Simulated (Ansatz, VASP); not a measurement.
Two plane-wave programs on Cu

INCAR

```
PREC = Accurate
ENCUT = 600
EDIFF = 1E-6
ISMEAR = 0
SIGMA = 0.1
LREAL = False
LASPH = True
NELM = 120
ALGO = Normal
ISIF = 2
LWAVE = False
LCHARG = False
GGA = PS
NBANDS = 12
GGA_COMPAT = False
```

Contents of KPOINTS:

```
regular mesh
0
Gamma
  8 8 8
```

Contents of POSCAR:

```
Cu
1.0
    0.0000000000      1.7850000000      1.7850000000
    1.7850000000      0.0000000000      1.7850000000
    1.7850000000      1.7850000000      0.0000000000
Cu
1
Direct
    0.0000000000      0.0000000000      0.0000000000
```

Input for Ansatz:

```yaml
crystal:
  lattice:
    - [0.0, 1.785, 1.785]
    - [1.785, 0.0, 1.785]
    - [1.785, 1.785, 0.0]
  atoms:
    - { symbol: Cu, position: [0.0, 0.0, 0.0] }
basis:
  ecutwfc: 420
kpoints:
  mp_grid: { grid: [8, 8, 8] }
hamiltonian:
  xc: pbesol
  pseudopotentials: { kind: paw, azcp: { folder: soft_1 } }
scf:
  occupations: { method: gaussian, width: 0.1 }
output:
  forces: true
  stress: true
  eigenvalues: true
```

Alike in both runs: task single point; functional PBEsol; k mesh 8 × 8 × 8; occupations gaussian, width 0.1 eV; no spin polarisation.

|  | VASP | Ansatz |
| --- | --- | --- |
| version | VASP 6.6.1 | Ansatz 0.2.0 |
| potentials or method | VASP PAW PBE potentials, release 64 (Cu), cutoff 600 eV | scalar-relativistic, plane waves, PAW |
| valence electrons in the cell | 11 | 19 |

|  | VASP | Ansatz | Ansatz less VASP |
| --- | --- | --- | --- |
| gap on the k mesh at the Fermi level (eV) | none | none | - |
| pressure (GPa) | 0.8 | 0.0 | -0.82 |

VASP's potentials were made for PBE, not for PBEsol, and Ansatz warns of the same on its side. A gap of «none» marks a metal or a gap that the smearing closes. VASP's potentials hold 11 valence electrons a cell and Ansatz's 19, so a difference there can come from the potentials and not from the codes.

The k mesh is coarse, so the values compare programs but aren't converged.
